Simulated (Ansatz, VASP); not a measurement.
# AgCl in VASP and in Ansatz

File POSCAR:

```
AgCl
1.0
    0.0000000000      2.8006315058      2.8006315058
    2.8006315058      0.0000000000      2.8006315058
    2.8006315058      2.8006315058      0.0000000000
Ag Cl
1 1
Direct
    0.0000000000      0.0000000000      0.0000000000
    0.5000000000      0.5000000000      0.5000000000
```

The input INCAR.step1:

```
  ALGO = Normal
  EDIFF = 1E-4
  ENCUT = 520
  GGA = PE
  ISMEAR = 0
  LASPH = T
  LCHARG = F
  LREAL = F
  LWAVE = T
  NBANDS = 16
  NELM = 100
  PREC = Accurate
  SIGMA = 0.01
```

Contents of INCAR.step2:

```
  ALGO = Normal
  EDIFF = 1E-6
  ENCUT = 520
  ISIF = 2
  ISMEAR = 0
  ISTART = 1
  LASPH = T
  LCHARG = F
  LMIXTAU = T
  LREAL = F
  LWAVE = F
  METAGGA = R2SCAN
  NBANDS = 16
  NELM = 100
  PREC = Accurate
  SIGMA = 0.01
```

File KPOINTS:

```
k-points
0
Gamma
  6 6 6
```

Input for Ansatz:

```yaml
crystal:
  lattice:
    - [0.0, 2.8006315058, 2.8006315058]
    - [2.8006315058, 0.0, 2.8006315058]
    - [2.8006315058, 2.8006315058, 0.0]
  atoms:
    - { symbol: Ag, position: [0.0, 0.0, 0.0] }
    - { symbol: Cl, position: [0.5, 0.5, 0.5] }
kpoints:
  mp_grid: { grid: [6, 6, 6] }
hamiltonian:
  xc: r2scan
scf:
  occupations: { method: fixed }
  n_extra_bands: 4
output:
  forces: true
  stress: true
  eigenvalues: true
```

Alike in both runs: task single point; functional r2SCAN; k mesh 6 × 6 × 6; no spin polarisation.

|  | VASP | Ansatz |
| --- | --- | --- |
| version | VASP 6.6.1 | Ansatz 0.2.0 |
| potentials or method | VASP PAW PBE potentials, release 64 (Ag, Cl) | plane waves, PAW |
| plane-wave cutoff (eV) | 520 | 500 |
| occupations | gaussian, width 0.01 eV | fixed |
| valence electrons in the cell | 18 | 26 |

|  | VASP | Ansatz | Ansatz less VASP |
| --- | --- | --- | --- |
| gap on the k mesh at the Fermi level (eV) | 1.43 | 1.48 | +0.052 |
| pressure (GPa) | -1.5 | -1.4 | +0.08 |

VASP's potentials were made for PBE, not for r2SCAN. VASP's potentials hold 18 valence electrons a cell and Ansatz's 26, so a difference there can come from the potentials and not from the codes.
